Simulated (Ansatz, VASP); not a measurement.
One calculation of CoO, two programs

```
Co O
1.0
     0.01332    2.13150    2.13150
     2.13150    0.01332    2.13150
     2.14482    2.14482    0.00000
Co O
1 1
Direct
  0.00000 0.00000 0.00000
  0.50000 0.50000 0.50000
```

Change from the starting cell: strain +0.0125 x Voigt [0, 0, 0, 0, 0, 1], atoms carried along.

Alike in both runs: task single point; functional PBEsol; k mesh 20 × 20 × 20; occupations gaussian, width 0.15 eV; collinear spin.

|  | VASP | Ansatz |
| --- | --- | --- |
| version | VASP 6.6.1 | Ansatz 0.2.0 |
| potentials or method | VASP PAW PBE potentials, release 64 (Co, O), cutoff 520 eV | scalar-relativistic, plane waves, PAW |
| valence electrons in the cell | 15 | 23 |

```csv
,VASP,Ansatz,Ansatz less VASP
gap on the k mesh at the Fermi level (eV),none,none,-
pressure (GPa),-11.3,-10.8,+0.54
"traceless stress, the component that is largest in VASP (GPa)",0.16,0.20,+0.034
net moment per atom (μB),1.46,1.48,+0.011
size of the moment on the site where the two differ most (μB),2.56,2.50,-0.063
```

VASP's potentials were made for PBE, not for PBEsol. Site moments also hang on the region over which each program counts them. A gap of «none» marks a metal or a gap that the smearing closes. VASP's potentials hold 15 valence electrons a cell and Ansatz's 23, so a difference there can come from the potentials and not from the codes.
